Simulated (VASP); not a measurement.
# Ge (Cmcm) in VASP: single point with r2SCAN

Aim: the single point of Ge with r2SCAN.

Program: VASP 6.6.1. These are calculated values, not measurements. Logs are shortened: lines on timing, memory, paths and dates and some standing lists are left out, and cuts for length are marked.

### 1 The cell of the first run

The typed cell holds 2 atoms: a = 2.843 Å, b = 2.843 Å, c = 5.299 Å, α = 90.00°, β = 90.00°, γ = 121.11°.

### 2 Single point, r2SCAN (strain -0.0200 x Voigt [0, 1, 0, 0, 0, 0])

Contents of POSCAR:

```
Ge
1.0
    1.3975921240     -2.4756903525      0.0000000000
    1.3975921240      2.4756903525      0.0000000000
    0.0000000000      0.0000000000      5.2992283745
Ge
2
Direct
    0.5002627511      0.4997372489      0.2500000000
    0.4997372489      0.5002627511      0.7500000000
```

Contents of INCAR.step1:

```
SYSTEM = Ge
PREC = Accurate
ENCUT = 520
ISMEAR = 0
SIGMA = 0.15
LREAL = .False.
LASPH = .True.
NELM = 60
NBANDS = 21
GGA = PE
ALGO = Normal
EDIFF = 1E-4
LWAVE = .True.
LCHARG = .False.
```

Contents of INCAR.step2:

```
SYSTEM = Ge
PREC = Accurate
ENCUT = 520
EDIFF = 1E-6
ISMEAR = 0
SIGMA = 0.15
LREAL = .False.
LASPH = .True.
NELM = 60
ALGO = Normal
ISIF = 2
LWAVE = .False.
LCHARG = .False.
METAGGA = R2SCAN
LMIXTAU = .True.
NBANDS = 21
ISTART = 1
```

Contents of KPOINTS:

```
Automatic mesh
0
Gamma
  24 24 12
  0 0 0
```

Potentials or basis: VASP PAW PBE potentials, release 64 (Ge_d).

On the command line:

```
$ cat potpaw_PBE.64/Ge_d/POTCAR > POTCAR
$ cp INCAR.step1 INCAR
$ mpirun -np 1 vasp_std > vasp.out
$ cp INCAR.step2 INCAR
$ mpirun -np 1 vasp_std > vasp.out
```

OUTCAR:

```text
SYSTEM = Ge
   PREC = Accurate
   ENCUT = 520
   EDIFF = 1E-6
   ISMEAR = 0
   LREAL = .False.
   LASPH = .True.
   NELM = 60
   ISIF = 2
   METAGGA = R2SCAN
   ISTART = 1

 ion  position               nearest neighbor table
   1  0.500  0.500  0.250-   2 2.65   2 2.65
   2  0.500  0.500  0.750-   1 2.65   1 2.65

  LATTYP: Found a base centered orthorhombic cell.
 ALAT       =     2.7951842480
 B/A-ratio  =     1.7713968976
 C/A-ratio  =     1.8958422431

  Lattice vectors:

 A1 = (   1.3975921240,  -2.4756903525,   0.0000000000)
 A2 = (   1.3975921240,   2.4756903525,   0.0000000000)
 A3 = (   0.0000000000,   0.0000000000,   5.2992283745)

Analysis of symmetry for initial positions (statically):
=====================================================================
 Subroutine PRICEL returns:
 Original cell was already a primitive cell.

 Routine SETGRP: Setting up the symmetry group for a
 base centered orthorhombic supercell.

 Subroutine GETGRP returns: Found  8 space group operations
 (whereof  4 operations were pure point group operations)
 out of a pool of  8 trial point group operations.

The static configuration has the point symmetry C_2h.
 The point group associated with its full space group is D_2h.

Analysis of symmetry for dynamics (positions and initial velocities):
=====================================================================
 Subroutine PRICEL returns:
 Original cell was already a primitive cell.

 Routine SETGRP: Setting up the symmetry group for a
 base centered orthorhombic supercell.

 Subroutine GETGRP returns: Found  8 space group operations
 (whereof  4 operations were pure point group operations)
 out of a pool of  8 trial point group operations.

The dynamic configuration has the point symmetry C_2h.
 The point group associated with its full space group is D_2h.

 Subroutine INISYM returns: Found  8 space group operations
 (whereof  4 operations are pure point group operations),
 and found     1 'primitive' translations

----------------------------------------------------------------------------------------

                                     Primitive cell

  volume of cell :      36.6707

  direct lattice vectors                    reciprocal lattice vectors
     1.397592124 -2.475690353  0.000000000     0.357758170 -0.201963868  0.000000000
     1.397592124  2.475690353  0.000000000     0.357758170  0.201963868  0.000000000
     0.000000000  0.000000000  5.299228375     0.000000000  0.000000000  0.188706719

  length of vectors
     2.842939758  2.842939758  5.299228375     0.410828811  0.410828811  0.188706719

  position of ions in fractional coordinates (direct lattice)
     0.500262751  0.499737249  0.250000000
     0.499737249  0.500262751  0.750000000

  ion indices of the primitive-cell ions
   primitive index   ion index
                 1           1
                 2           2

----------------------------------------------------------------------------------------

 KPOINTS: Automatic mesh

Automatic generation of k-mesh.
 Grid dimensions read from file:
 generate k-points for:   24   24   12

 Generating k-lattice:

  Cartesian coordinates                     Fractional coordinates (reciprocal lattice)
     0.014906590 -0.008415161  0.000000000     0.041666667  0.000000000  0.000000000
     0.014906590  0.008415161  0.000000000     0.000000000  0.041666667  0.000000000
     0.000000000  0.000000000  0.015725560     0.000000000  0.000000000  0.083333333

  Length of vectors
     0.017117867  0.017117867  0.015725560

  Shift w.r.t. Gamma in fractional coordinates (k-lattice)
     0.000000000  0.000000000  0.000000000

 Subroutine IBZKPT returns following result:
 ===========================================

 Found   1099 irreducible k-points:

 Following reciprocal coordinates:
            Coordinates               Weight
  0.000000  0.000000  0.000000      1.000000
  0.041667 -0.000000  0.000000      4.000000
  0.083333 -0.000000  0.000000      4.000000
  0.125000  0.000000  0.000000      4.000000
  0.166667 -0.000000  0.000000      4.000000
  0.208333 -0.000000  0.000000      4.000000
[... 16 lines left out ...]
  0.416667  0.041667  0.000000      4.000000
  0.458333  0.041667  0.000000      4.000000
 [... further k-points ...]
   k-points           NKPTS =   1099   k-points in BZ     NKDIM =   1099   number of bands    NBANDS=     21
   number of dos      NEDOS =    301   number of ions     NIONS =      2
   total plane-waves  NPLWV =  23040
   dimension x,y,z NGX =    24 NGY =   24 NGZ =   40
   dimension x,y,z NGXF=    48 NGYF=   48 NGZF=   80
   ions per type =               2
   NGX,Y,Z   is equivalent  to a cutoff of  14.03, 14.03, 12.55 a.u.
   NGXF,Y,Z  is equivalent  to a cutoff of  28.07, 28.07, 25.10 a.u.
 SYSTEM =  Ge
   PREC   = accura    normal or accurate (medium, high low for compatibility)
   ISTART =      1    job   : 0-new  1-cont  2-samecut
   ICHARG =      0    charge: 1-file 2-atom 10-const
   ISPIN  =      1    spin polarized calculation?
   LNONCOLLINEAR =      F non collinear calculations
   LSORBIT =      F    spin-orbit coupling
   LASPH  =      T    aspherical Exc in radial PAW
   ENCUT  =  520.0 eV  38.22 Ry    6.18 a.u.   5.29  5.29  9.85*2*pi/ulx,y,z
   NELM   =     60;   NELMIN=  2; NELMDL=  0     # of ELM steps
   EDIFF  = 0.1E-05   stopping-criterion for ELM
   LREAL  =      F    real-space projection
[... 7 lines left out ...]
   TEBEG  =    0.0;   TEEND  =   0.0 temperature during run
   PSTRESS=    0.0 pullay stress
   NELECT =      28.0000    total number of electrons
   NUPDOWN=      -1.0000    fix difference up-down
   EMIN   =  10.00;   EMAX   =-10.00  energy-range for DOS
   EFERMI =   0.00;   METHOD = LEGACY
   ISMEAR =     0;   SIGMA  =   0.15  broadening in eV -4-tet -1-fermi 0-gaus
   EFERMI_NEDOS =   21; number of points for ismear=-14 and -15
   IALGO  =     38    algorithm
   IMIX   =      4    mixing-type and parameters
     AMIX     =   0.40;   BMIX     =  1.00
     AMIX_MAG =   1.60;   BMIX_MAG =  1.00
  volume/ion in A,a.u.               =      18.34       123.73
  Fermi-wavevector in a.u.,A,eV,Ry     =   1.496308  2.827612 30.462602  2.238938
  Thomas-Fermi vector in A             =   2.608341
   LORBIT       =      0    0 simple, 1 ext, 2 COOP (PROOUT), +10 PAW based schemes
   METAGGA = R2SCAN    functional components
   LHFCALC =     F    Hartree Fock is set to
   AEXX    =    0.0000 exact exchange contribution
   IVDW    =     0    specifies the selected vdW correction
   LEPSILON=     F    determine dielectric tensor
   LRPA    =     F    only Hartree local field effects (RPA)
 non-spin polarized calculation
 Gauss-broadening in eV      SIGMA  =   0.15
  energy-cutoff  :      520.00
  volume of cell :       36.67
 maximum number of plane-waves:      1004
 NGX is ok and might be reduce to    24
   NGX = 11   NGY = 11   NGZ = 19

 number of electron      27.9999996 magnetization

 Free energy of the ion-electron system (eV)
  ---------------------------------------------------
  ext. energy  EPLUGINS =         0.00000000
  ---------------------------------------------------
  free energy    TOTEN  =       -26.98129413 eV

  energy without entropy =      -26.97387043  energy(sigma->0) =      -26.97758228

 E-fermi :   6.8654     XC(G=0): -12.4629

 val. band max:        6.8635924416   @ k =   0.2500   0.0833   0.3333
 cond. band min:       6.8676057320   @ k =   0.5000   0.2917   0.2500
 fundamental gap:      0.0040132904
 Fermi energy:         6.8653559931

 k-point     1 :       0.0000    0.0000    0.0000
  band No.  band energies     occupation
      1     -18.7158      2.00000
      2     -18.6161      2.00000
      3     -18.6035      2.00000
      4     -18.5956      2.00000
      5     -18.5836      2.00000
      6     -18.5188      2.00000
[... 13 lines left out ...]
     20      21.5768      0.00000
     21      22.3388      0.00000

 k-point     2 :       0.0417   -0.0000    0.0000
  band No.  band energies     occupation
      1     -18.7143      2.00000
      2     -18.6142      2.00000
      3     -18.6016      2.00000
      4     -18.5955      2.00000
      5     -18.5834      2.00000
      6     -18.5195      2.00000
[... 13 lines left out ...]
     20      21.2341      0.00000
     21      22.0485      0.00000

 k-point     3 :       0.0833   -0.0000    0.0000
  band No.  band energies     occupation
      1     -18.7102      2.00000
      2     -18.6100      2.00000
      3     -18.5974      2.00000
      4     -18.5936      2.00000
      5     -18.5819      2.00000
      6     -18.5223      2.00000
[... 13 lines left out ...]
     20      20.3287      0.00000
     21      22.6521      0.00000

 k-point     4 :       0.1250    0.0000    0.0000
  band No.  band energies     occupation
      1     -18.7042      2.00000
      2     -18.6080      2.00000
      3     -18.5962      2.00000
      4     -18.5857      2.00000
      5     -18.5743      2.00000
      6     -18.5290      2.00000
[... 13 lines left out ...]
     20      19.7650      0.00000
     21      21.0665      0.00000

 k-point     5 :       0.1667   -0.0000    0.0000
  band No.  band energies     occupation
      1     -18.6972      2.00000
      2     -18.6087      2.00000
      3     -18.5994      2.00000
      4     -18.5712      2.00000
      5     -18.5602      2.00000
      6     -18.5392      2.00000
[... 13 lines left out ...]
     20      19.4766      0.00000
     21      19.7186      0.00000
[... 382 lines left out ...]
     20      17.0470      0.00000
     21      20.8537      0.00000

 k-point    22 :       0.3750    0.0417    0.0000
  band No.  band energies     occupation
      1     -18.6878      2.00000
      2     -18.6329      2.00000
      3     -18.6039      2.00000
      4     -18.5909      2.00000
      5     -18.5384      2.00000
      6     -18.4884      2.00000
[... 13 lines left out ...]
     20      17.6177      0.00000
     21      20.5397      0.00000

 k-point    23 :       0.4167    0.0417    0.0000
  band No.  band energies     occupation
      1     -18.6900      2.00000
      2     -18.6367      2.00000
      3     -18.6101      2.00000
      4     -18.5862      2.00000
      5     -18.5399      2.00000
      6     -18.4924      2.00000
[... 13 lines left out ...]
     20      18.1022      0.00000
     21      20.3190      0.00000

 k-point    24 :       0.4583    0.0417    0.0000
  band No.  band energies     occupation
      1     -18.6913      2.00000
      2     -18.6387      2.00000
      3     -18.6131      2.00000
      4     -18.5836      2.00000
      5     -18.5407      2.00000
      6     -18.4944      2.00000
[... 13 lines left out ...]
     20      18.3912      0.00000
     21      20.1916      0.00000

 [... further k-points ...]

------------------------ aborting loop because EDIFF is reached ----------------------------------------

  FORCE on cell =-STRESS in cart. coord.  units (eV):
  Direction    XX          YY          ZZ          XY          YZ          ZX
  --------------------------------------------------------------------------------------
  -------------------------------------------------------------------------------------
  Total        0.5524456      0.2768083      0.0506238      0.0000000      0.0000000      0.0000000
  in kB       24.1368566     12.0940070      2.2118014      0.0000000      0.0000000      0.0000000
  external PRESSURE =      12.8142217 kB  Pullay stress =       0.0000000 kB

 VOLUME and BASIS-vectors are now :
 -----------------------------------------------------------------------------
  energy-cutoff  :      520.00
  volume of cell :       36.67
      direct lattice vectors                 reciprocal lattice vectors
     1.397592124 -2.475690353  0.000000000     0.357758170 -0.201963868  0.000000000
     1.397592124  2.475690353  0.000000000     0.357758170  0.201963868  0.000000000
     0.000000000  0.000000000  5.299228375     0.000000000  0.000000000  0.188706719

 POSITION                                       TOTAL-FORCE (eV/Angst)
 -----------------------------------------------------------------------------------
      1.39759     -0.00130      1.32481         0.000000      0.001823     -0.000000
      1.39759      0.00130      3.97442         0.000000     -0.001823      0.000000
 -----------------------------------------------------------------------------------
    total drift:                                0.000000     -0.000000     -0.000000

  FREE ENERGIE OF THE ION-ELECTRON SYSTEM (eV)
  ---------------------------------------------------
  free  energy   TOTEN  =       -26.9812941330 eV

  energy  without entropy=      -26.9738704340  energy(sigma->0) =      -26.97758228
```

Wall time 25 min (1 thread of Oxide Virtual Turin-like, shared host); peak memory 0.67 GiB.

Results:

```
Free energy            : -26.9813 eV
Pressure               : 1.3 GPa
Band gap on the k mesh : zero (bands 14 and 15 overlap by 9.84 eV)
```

Levels at points of the mesh, in eV from the Fermi level:
```
           k point  band 11  band 12  band 13  band 14  band 15  band 16  band 17  band 18
(0.00, 0.00, 0.00)   -14.11    -9.90    -6.40     7.17     8.77     9.25    10.76    12.09
(0.50, 0.00, 0.00)    -8.48    -6.08    -3.71    -2.81    -2.08     3.85     4.24     7.49
(0.50, 0.50, 0.00)    -8.78    -6.16    -4.05    -2.87    -2.30     3.72     4.87     8.13
(0.00, 0.00, 0.50)   -12.77   -12.77    -0.73    -0.73    10.05    10.05    10.54    10.54
(0.50, 0.00, 0.50)    -7.14    -7.14    -4.84    -4.84     4.10     4.10     5.49     5.49
(0.50, 0.50, 0.50)    -7.44    -7.44    -4.92    -4.92     3.85     3.85     6.12     6.12
```

Caveat: the cell differs from its parent crystal (strain -0.0200 x Voigt [0, 1, 0, 0, 0, 0]); the PAW data sets were made with another functional, which shifts forces and pressure a little.
